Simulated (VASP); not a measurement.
A run of VASP 6.6.1:

Contents of INCAR:

```
  PREC = Accurate
  ENCUT = 520
  EDIFF = 1E-6
  ISMEAR = -1
  SIGMA = 0.08
  LREAL = False
  LASPH = True
  NELM = 80
  ALGO = Normal
  ISIF = 2
  LWAVE = False
  LCHARG = True
  GGA = PE
  LELF = True
  LVHAR = True
  NBANDS = 21
```

File KPOINTS:

```
regular mesh
0
Gamma
  16 16 9
```

POSCAR

```
Sn
1.0
    2.6952710388      0.0000000000      0.0000000000
   -1.3476355194      2.3341731897      0.0000000000
    0.0000000000      0.0000000000      4.3652952647
Sn
2
Direct
    0.3333333333      0.6666666667      0.2500000000
    0.6666666667      0.3333333333      0.7500000000
```

Potentials or basis: VASP PAW PBE potentials, release 64 (Sn_d).

Command:

```console
$ cat potpaw_PBE.64/Sn_d/POTCAR > POTCAR
$ mpirun -np 1 vasp_std > vasp.out
```

Hardware: 1 thread of Intel(R) Xeon(R) 6975P-C (Granite Rapids), on a shared host.

Q: Estimate the wall time of this run.

A: It took 24 s on 1 thread of Intel(R) Xeon(R) 6975P-C (Granite Rapids), with other jobs on the host, peak memory 0.19 GiB. Counts: scf iterations 12, k points 150.
